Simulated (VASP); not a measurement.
# BN (I-4m2) in VASP: further runs

BN is run at these levels: PBE; tasks: single point.

Program: VASP 6.6.1. These are calculated values, not measurements. Logs are shortened: lines on timing, memory, paths and dates and some standing lists are left out, and cuts for length are marked.

### 1 The cell of the first run

It takes space group I-4m2 (No. 119, tetragonal). Conventional cell: a = 2.784 Å, b = 2.784 Å, c = 3.071 Å, α = 90.00°, β = 90.00°, γ = 90.00°. Within 2.1 Å of B (site symmetry -4m2) lie 4 N at 1.59 Å. N (site symmetry -4m2) has 4 B at 1.59 Å within 2.1 Å.

### 2 Single point, PBE

File INCAR:

```
PREC = Accurate
ENCUT = 520
EDIFF = 1E-6
ISMEAR = 0
SIGMA = 0.05
LREAL = False
LASPH = True
NELM = 100
ALGO = Normal
ISIF = 2
LWAVE = False
LCHARG = False
GGA = PE
NBANDS = 11
```

File KPOINTS:

```
Automatic mesh
0
Gamma
  12 12 12
```

File POSCAR:

```
BN
1.0
    0.0000000000      1.9688388992      1.5356943414
    1.9688388992      0.0000000000      1.5356943414
    1.9688388992      1.9688388992      0.0000000000
B N
1 1
Direct
    0.0000000000      0.0000000000      0.0000000000
    0.7500000000      0.7500000000      0.7500000000
```

Potentials or basis: VASP PAW PBE potentials, release 64 (B, N).

Command:

```sh
cat potpaw_PBE.64/B/POTCAR potpaw_PBE.64/N/POTCAR > POTCAR
mpirun -np 1 vasp_std > vasp.out
```

OUTCAR:

```text
PREC = Accurate
   ENCUT = 520
   EDIFF = 1E-6
   ISMEAR = 0
   LREAL = False
   LASPH = True
   NELM = 100
   ISIF = 2
   GGA = PE

 ion  position               nearest neighbor table
   1  0.000  0.000  0.000-   2 1.59   2 1.59   2 1.59   2 1.59
   2  0.750  0.750  0.750-   1 1.59   1 1.59   1 1.59   1 1.59

  LATTYP: Found a body centered tetragonal cell.
 ALAT       =     2.7843586734
 C/A-ratio  =     1.1030865787

  Lattice vectors:

 A1 = (   0.0000000000,  -1.9688388992,  -1.5356943414)
 A2 = (   0.0000000000,   1.9688388992,  -1.5356943414)
 A3 = (   1.9688388992,   0.0000000000,   1.5356943414)

Analysis of symmetry for initial positions (statically):
=====================================================================
 Subroutine PRICEL returns:
 Original cell was already a primitive cell.

 Routine SETGRP: Setting up the symmetry group for a
 body centered tetragonal supercell.

 Subroutine GETGRP returns: Found  8 space group operations
 (whereof  8 operations were pure point group operations)
 out of a pool of 16 trial point group operations.

The static configuration has the point symmetry D_2d.

Analysis of symmetry for dynamics (positions and initial velocities):
=====================================================================
 Subroutine PRICEL returns:
 Original cell was already a primitive cell.

 Routine SETGRP: Setting up the symmetry group for a
 body centered tetragonal supercell.

 Subroutine GETGRP returns: Found  8 space group operations
 (whereof  8 operations were pure point group operations)
 out of a pool of 16 trial point group operations.

The dynamic configuration has the point symmetry D_2d.

 Subroutine INISYM returns: Found  8 space group operations
 (whereof  8 operations are pure point group operations),
 and found     1 'primitive' translations

----------------------------------------------------------------------------------------

                                     Primitive cell

  volume of cell :      11.9057

  direct lattice vectors                    reciprocal lattice vectors
     0.000000000  1.968838899  1.535694341    -0.253956787  0.253956787  0.325585624
     1.968838899  0.000000000  1.535694341     0.253956787 -0.253956787  0.325585624
     1.968838899  1.968838899  0.000000000     0.253956787  0.253956787 -0.325585624

  length of vectors
     2.496934865  2.496934865  2.784358673     0.484761897  0.484761897  0.484761897

  position of ions in fractional coordinates (direct lattice)
     0.000000000  0.000000000  0.000000000
     0.750000000  0.750000000  0.750000000

  ion indices of the primitive-cell ions
   primitive index   ion index
                 1           1
                 2           2

----------------------------------------------------------------------------------------

 KPOINTS: Automatic mesh

Automatic generation of k-mesh.
 Grid dimensions read from file:
 generate k-points for:   12   12   12

 Generating k-lattice:

  Cartesian coordinates                     Fractional coordinates (reciprocal lattice)
    -0.021163066  0.021163066  0.027132135     0.083333333  0.000000000  0.000000000
     0.021163066 -0.021163066  0.027132135     0.000000000  0.083333333  0.000000000
     0.021163066  0.021163066 -0.027132135    -0.000000000 -0.000000000  0.083333333

  Length of vectors
     0.040396825  0.040396825  0.040396825

  Shift w.r.t. Gamma in fractional coordinates (k-lattice)
     0.000000000  0.000000000  0.000000000

 Subroutine IBZKPT returns following result:
 ===========================================

 Found    163 irreducible k-points:

 Following reciprocal coordinates:
            Coordinates               Weight
  0.000000  0.000000  0.000000      1.000000
  0.083333  0.000000  0.000000      8.000000
  0.166667  0.000000  0.000000      8.000000
  0.250000  0.000000  0.000000      8.000000
  0.333333  0.000000  0.000000      8.000000
  0.416667  0.000000  0.000000      8.000000
[... 16 lines left out ...]
  0.500000  0.166667  0.000000      8.000000
 -0.416667  0.166667  0.000000      8.000000
 [... further k-points ...]
   k-points           NKPTS =    163   k-points in BZ     NKDIM =    163   number of bands    NBANDS=     11
   number of dos      NEDOS =    301   number of ions     NIONS =      2
   total plane-waves  NPLWV =   9600
   dimension x,y,z NGX =    20 NGY =   20 NGZ =   24
   dimension x,y,z NGXF=    40 NGYF=   40 NGZF=   48
   ions per type =               1   1
   NGX,Y,Z   is equivalent  to a cutoff of  13.32, 13.32, 14.33 a.u.
   NGXF,Y,Z  is equivalent  to a cutoff of  26.63, 26.63, 28.66 a.u.
 SYSTEM =  unknown system
   PREC   = accura    normal or accurate (medium, high low for compatibility)
   ISTART =      0    job   : 0-new  1-cont  2-samecut
   ICHARG =      2    charge: 1-file 2-atom 10-const
   ISPIN  =      1    spin polarized calculation?
   LNONCOLLINEAR =      F non collinear calculations
   LSORBIT =      F    spin-orbit coupling
   LASPH  =      T    aspherical Exc in radial PAW
   ENCUT  =  520.0 eV  38.22 Ry    6.18 a.u.   4.64  4.64  5.18*2*pi/ulx,y,z
   NELM   =    100;   NELMIN=  2; NELMDL= -5     # of ELM steps
   EDIFF  = 0.1E-05   stopping-criterion for ELM
   LREAL  =      F    real-space projection
   EDIFFG = 0.1E-04   stopping-criterion for IOM
   NSW    =      0    number of steps for IOM
   IBRION =     -1    ionic relax: 0-MD 1-quasi-New 2-CG
   NFREE  =      0    steps in history (QN), initial steepest desc. (CG)
   ISIF   =      2    stress and relaxation
   ISYM   =      2    0-nonsym 1-usesym 2-fastsym
   POTIM  = 0.5000    time-step for ionic-motion
   TEBEG  =    0.0;   TEEND  =   0.0 temperature during run
   PSTRESS=    0.0 pullay stress
   NELECT =       8.0000    total number of electrons
   NUPDOWN=      -1.0000    fix difference up-down
   EMIN   =  10.00;   EMAX   =-10.00  energy-range for DOS
   EFERMI =   0.00;   METHOD = LEGACY
   ISMEAR =     0;   SIGMA  =   0.05  broadening in eV -4-tet -1-fermi 0-gaus
   EFERMI_NEDOS =   21; number of points for ismear=-14 and -15
   IALGO  =     38    algorithm
   IMIX   =      4    mixing-type and parameters
     AMIX     =   0.40;   BMIX     =  1.00
     AMIX_MAG =   1.60;   BMIX_MAG =  1.00
  volume/ion in A,a.u.               =       5.95        40.17
  Fermi-wavevector in a.u.,A,eV,Ry     =   1.433903  2.709684 27.974638  2.056078
  Thomas-Fermi vector in A             =   2.553370
   LORBIT       =      0    0 simple, 1 ext, 2 COOP (PROOUT), +10 PAW based schemes
   GGA     = PE    functional components
   LHFCALC =     F    Hartree Fock is set to
   AEXX    =    0.0000 exact exchange contribution
   IVDW    =     0    specifies the selected vdW correction
   LEPSILON=     F    determine dielectric tensor
   LRPA    =     F    only Hartree local field effects (RPA)
 non-spin polarized calculation
 Gauss-broadening in eV      SIGMA  =   0.05
  energy-cutoff  :      520.00
  volume of cell :       11.91
 maximum number of plane-waves:       337
   NGX =  9   NGY =  9   NGZ = 11

 number of electron       8.0000000 magnetization

 Free energy of the ion-electron system (eV)
  ---------------------------------------------------
  ext. energy  EPLUGINS =         0.00000000
  ---------------------------------------------------
  free energy    TOTEN  =       -16.71663657 eV

  energy without entropy =      -16.71663657  energy(sigma->0) =      -16.71663657

 E-fermi :   8.8797     XC(G=0): -12.8576

 val. band max:        8.5595301823   @ k =   0.0000   0.0000   0.0000
 cond. band min:       9.8492215035   @ k =   0.5000   0.5000   0.0000
 fundamental gap:      1.2896913211
 Fermi energy:         8.8797116659

 k-point     1 :       0.0000    0.0000    0.0000
  band No.  band energies     occupation
      1     -12.7125      2.00000
      2       6.8431      2.00000
      3       6.8431      2.00000
      4       8.5595      2.00000
      5      15.5997      0.00000
      6      17.3145      0.00000
      7      17.3145      0.00000
      8      17.3492      0.00000
      9      29.2787      0.00000
     10      32.4021      0.00000
     11      32.4377      0.00000

 k-point     2 :       0.0833    0.0000    0.0000
  band No.  band energies     occupation
      1     -12.5373      2.00000
      2       6.2672      2.00000
      3       6.5899      2.00000
      4       8.2184      2.00000
      5      15.4241      0.00000
      6      17.4027      0.00000
      7      17.4410      0.00000
      8      18.2043      0.00000
      9      28.7440      0.00000
     10      30.6917      0.00000
     11      32.6146      0.00000

 k-point     3 :       0.1667    0.0000    0.0000
  band No.  band energies     occupation
      1     -12.0181      2.00000
      2       4.5291      2.00000
      3       5.9688      2.00000
      4       7.7452      2.00000
      5      15.1042      0.00000
      6      17.5821      0.00000
      7      18.0614      0.00000
      8      19.6582      0.00000
      9      28.6656      0.00000
     10      29.6284      0.00000
     11      32.8729      0.00000

 k-point     4 :       0.2500    0.0000    0.0000
  band No.  band energies     occupation
      1     -11.1783      2.00000
      2       2.2014      2.00000
      3       5.2419      2.00000
      4       7.3732      2.00000
      5      14.7769      0.00000
      6      17.4363      0.00000
      7      18.9695      0.00000
      8      21.1644      0.00000
      9      29.4005      0.00000
     10      29.7910      0.00000
     11      33.1259      0.00000

 k-point     5 :       0.3333    0.0000    0.0000
  band No.  band energies     occupation
      1     -10.0809      2.00000
      2      -0.1640      2.00000
      3       4.6125      2.00000
      4       7.0825      2.00000
      5      14.4906      0.00000
      6      17.0867      0.00000
      7      19.9669      0.00000
      8      22.3515      0.00000
      9      29.7279      0.00000
     10      31.7987      0.00000
     11      33.2412      0.00000
[... 211 lines left out ...]
 k-point    21 :       0.3333    0.1667    0.0000
  band No.  band energies     occupation
      1      -9.6567      2.00000
      2       0.8265      2.00000
      3       3.4170      2.00000
      4       5.7836      2.00000
      5      13.4238      0.00000
      6      18.6647      0.00000
      7      19.2735      0.00000
      8      20.8862      0.00000
      9      30.9583      0.00000
     10      33.7641      0.00000
     11      35.0886      0.00000

 k-point    22 :       0.4167    0.1667    0.0000
  band No.  band energies     occupation
      1      -8.5226      2.00000
      2      -1.2008      2.00000
      3       3.0327      2.00000
      4       5.6363      2.00000
      5      13.6112      0.00000
      6      18.9795      0.00000
      7      19.1156      0.00000
      8      21.2942      0.00000
      9      30.4907      0.00000
     10      34.4228      0.00000
     11      35.2342      0.00000

 k-point    23 :       0.5000    0.1667    0.0000
  band No.  band energies     occupation
      1      -7.7781      2.00000
      2      -2.3530      2.00000
      3       2.9480      2.00000
      4       5.4178      2.00000
      5      13.7624      0.00000
      6      18.9567      0.00000
      7      19.8676      0.00000
      8      21.3146      0.00000
      9      29.7865      0.00000
     10      33.6106      0.00000
     11      35.0137      0.00000

 k-point    24 :      -0.4167    0.1667    0.0000
  band No.  band energies     occupation
      1      -8.1567      2.00000
      2      -1.8650      2.00000
      3       3.1710      2.00000
      4       5.2020      2.00000
      5      13.9207      0.00000
      6      18.9074      0.00000
      7      20.6114      0.00000
      8      21.7050      0.00000
      9      28.5332      0.00000
     10      32.6431      0.00000
     11      32.9205      0.00000

 [... further k-points ...]
[... 5 lines left out ...]
  --------------------------------------------------------------------------------------
  -------------------------------------------------------------------------------------
  Total       -2.7530612     -2.7530612      5.1034757      0.0000000      0.0000000     -0.0000000
  in kB     -370.4855748   -370.4855748    686.7860968      0.0000000      0.0000000     -0.0000000
  external PRESSURE =     -18.0616843 kB  Pullay stress =       0.0000000 kB

 VOLUME and BASIS-vectors are now :
 -----------------------------------------------------------------------------
  energy-cutoff  :      520.00
  volume of cell :       11.91
      direct lattice vectors                 reciprocal lattice vectors
     0.000000000  1.968838899  1.535694341    -0.253956787  0.253956787  0.325585624
     1.968838899  0.000000000  1.535694341     0.253956787 -0.253956787  0.325585624
     1.968838899  1.968838899  0.000000000     0.253956787  0.253956787 -0.325585624

 POSITION                                       TOTAL-FORCE (eV/Angst)
 -----------------------------------------------------------------------------------
      0.00000      0.00000      0.00000         0.000000      0.000000      0.000000
      2.95326      2.95326      2.30354        -0.000000     -0.000000     -0.000000
 -----------------------------------------------------------------------------------
    total drift:                                0.000000      0.000000     -0.000001

  FREE ENERGIE OF THE ION-ELECTRON SYSTEM (eV)
  ---------------------------------------------------
  free  energy   TOTEN  =       -16.7166365689 eV

  energy  without entropy=      -16.7166365689  energy(sigma->0) =      -16.71663657
```

Wall time 37 s (1 thread of AMD EPYC 7R13, shared host); peak memory 0.11 GiB.

Results:

| Quantity | Value |
| --- | --- |
| Free energy | -16.7166 eV |
| Pressure | -1.8 GPa |
| Band gap on the k mesh | 1.29 eV, indirect (least direct gap 7.04 eV) |

Levels at points of the mesh, in eV from the valence-band top:
| k point | band 1 | band 2 | band 3 | band 4 | band 5 | band 6 | band 7 | band 8 | band 9 |
| --- | --- | --- | --- | --- | --- | --- | --- | --- | --- |
| (0.00, 0.00, 0.00) | -21.27 | -1.72 | -1.72 | 0.00 | 7.04 | 8.75 | 8.75 | 8.79 | 20.72 |
| (0.50, 0.00, 0.00) | -16.87 | -11.61 | -4.51 | -1.73 | 5.67 | 8.10 | 12.74 | 14.47 | 22.30 |
| (0.50, 0.50, 0.00) | -13.93 | -7.89 | -7.89 | -7.31 | 1.29 | 4.16 | 16.58 | 16.58 | 22.21 |
| (0.50, 0.00, 0.50) | -16.51 | -11.12 | -4.50 | -4.39 | 5.16 | 10.48 | 13.37 | 15.51 | 16.95 |

 A k mesh can miss the band edges.

### 3 Single point, PBE

This run uses another cell than the first one, of the same volume but with other edges.

File INCAR:

```
SYSTEM = BN
ALGO = Normal ; EDIFF = 1E-7
ENCUT = 520 ; GGA = PE
ISIF = 2 ; ISMEAR = 0
LASPH = .TRUE. ; LCHARG = .FALSE.
LREAL = .FALSE. ; LWAVE = .FALSE.
NBANDS = 11 ; NELM = 80
PREC = Accurate ; SIGMA = 0.05
```

File KPOINTS:

```
k-points
0
G
  12 12 12
  0 0 0
```

File POSCAR:

```
BN
1.0
    0.0000000000      1.6605830403      2.1587579524
    1.6605830403      0.0000000000      2.1587579524
    1.6605830403      1.6605830403      0.0000000000
B N
1 1
Direct
    0.0000000000      0.0000000000      0.0000000000
    0.7500000000      0.7500000000      0.7500000000
```

Potentials or basis: VASP PAW PBE potentials, release 64 (B, N).

Command:

```sh
cat potpaw_PBE.64/B/POTCAR potpaw_PBE.64/N/POTCAR > POTCAR
mpirun -np 1 vasp_std > vasp.out
```

OUTCAR:

```text
SYSTEM = BN
   EDIFF = 1E-7
   ENCUT = 520
   GGA = PE
   ISIF = 2
   ISMEAR = 0
   LASPH = .TRUE.
   LREAL = .FALSE.
   NELM = 80
   PREC = Accurate

 ion  position               nearest neighbor table
   1  0.000  0.000  0.000-   2 1.59   2 1.59   2 1.59   2 1.59
   2  0.750  0.750  0.750-   1 1.59   1 1.59   1 1.59   1 1.59

  LATTYP: Found a body centered tetragonal cell.
 ALAT       =     2.3484190570
 C/A-ratio  =     1.8384776311

  Lattice vectors:

 A1 = (  -1.6605830403,   0.0000000000,   2.1587579524)
[... 514 lines left out ...]
      7      20.5549      0.00000
      8      22.3974      0.00000
      9      30.2388      0.00000
     10      31.9701      0.00000
     11      34.0117      0.00000

 [... further k-points ...]
[... 5 lines left out ...]
  --------------------------------------------------------------------------------------
  -------------------------------------------------------------------------------------
  Total        5.4866057      5.4866057    -10.5578079      0.0000000     -0.0000000      0.0000000
  in kB      738.3447463    738.3447463  -1420.7877202      0.0000000     -0.0000000      0.0000000
  external PRESSURE =      18.6339241 kB  Pullay stress =       0.0000000 kB

 VOLUME and BASIS-vectors are now :
 -----------------------------------------------------------------------------
  energy-cutoff  :      520.00
  volume of cell :       11.91
      direct lattice vectors                 reciprocal lattice vectors
     0.000000000  1.660583040  2.158757952    -0.301099065  0.301099065  0.231614665
     1.660583040  0.000000000  2.158757952     0.301099065 -0.301099065  0.231614665
     1.660583040  1.660583040  0.000000000     0.301099065  0.301099065 -0.231614665

 POSITION                                       TOTAL-FORCE (eV/Angst)
 -----------------------------------------------------------------------------------
      0.00000      0.00000      0.00000         0.000000      0.000000      0.000000
      2.49087      2.49087      3.23814        -0.000000     -0.000000      0.000000
 -----------------------------------------------------------------------------------
    total drift:                                0.000000      0.000000     -0.000002

  FREE ENERGIE OF THE ION-ELECTRON SYSTEM (eV)
  ---------------------------------------------------
  free  energy   TOTEN  =       -16.1626550972 eV

  energy  without entropy=      -16.1626550972  energy(sigma->0) =      -16.16265510
```

Run time: 30 s. Hardware: 1 thread of AMD EPYC 7R13, shared host; peak memory 0.1 GiB.

What came out:

```yaml
Free_energy: -16.1627 eV
Pressure: 1.9 GPa
Band_gap_on_the_k_mesh: 1.92 eV, indirect (least direct gap 4.58 eV)
```

Stress tensor (GPa, compression positive):
```
  73.83    0.00    0.00
   0.00   73.83    0.00
   0.00    0.00 -142.08
```

 A k mesh can miss the band edges.

### 4 Single point, PBE

This run uses another cell than the first one, of the same volume but with other edges.

File INCAR:

```
PREC = Accurate
ENCUT = 520
EDIFF = 1E-6
ISMEAR = 0
SIGMA = 0.05
LREAL = F
LASPH = T
NELM = 60
ALGO = Normal
ISIF = 2
LWAVE = F
LCHARG = F
GGA = PE
NBANDS = 11
```

File KPOINTS:

```
Automatic mesh
0
Gamma
  12 12 12
```

File POSCAR:

```
BN
1.0
    0.0000000000      1.8634272398      1.7143530606
    1.8634272398      0.0000000000      1.7143530606
    1.8634272398      1.8634272398      0.0000000000
B N
1 1
Direct
    0.0000000000      0.0000000000      0.0000000000
    0.7500000000      0.7500000000      0.7500000000
```

Command:

```sh
cat potpaw_PBE.64/B/POTCAR potpaw_PBE.64/N/POTCAR > POTCAR
mpirun -np 1 vasp_std > vasp.out
```

Run time: 29 s. Hardware: 1 thread of AMD EPYC 7R13, shared host; peak memory 0.1 GiB.

The run converged. Its results:

```yaml
Free_energy: -17.3540 eV
Pressure: 0.1 GPa
Band_gap_on_the_k_mesh: 3.10 eV, indirect (least direct gap 7.98 eV)
```

Stress tensor (GPa, compression positive):
```
-14.94   0.00   0.00
  0.00 -14.94   0.00
  0.00   0.00  30.14
```

Levels at points of the mesh, in eV from the valence-band top:
| k point | band 1 | band 2 | band 3 | band 4 | band 5 | band 6 | band 7 | band 8 | band 9 |
| --- | --- | --- | --- | --- | --- | --- | --- | --- | --- |
| (0.00, 0.00, 0.00) | -20.61 | -0.71 | -0.71 | 0.00 | 7.98 | 8.56 | 8.56 | 9.70 | 24.17 |
| (0.50, 0.00, 0.00) | -16.41 | -11.08 | -2.98 | -1.81 | 8.57 | 9.72 | 11.58 | 14.75 | 22.69 |
| (0.50, 0.50, 0.00) | -14.44 | -8.51 | -6.05 | -6.05 | 3.10 | 7.41 | 17.39 | 17.39 | 21.24 |
| (0.50, 0.00, 0.50) | -15.37 | -9.73 | -4.93 | -4.90 | 4.50 | 9.41 | 16.42 | 17.54 | 19.47 |

 A k mesh can miss the band edges.

(Continued in part 2 of 3.)
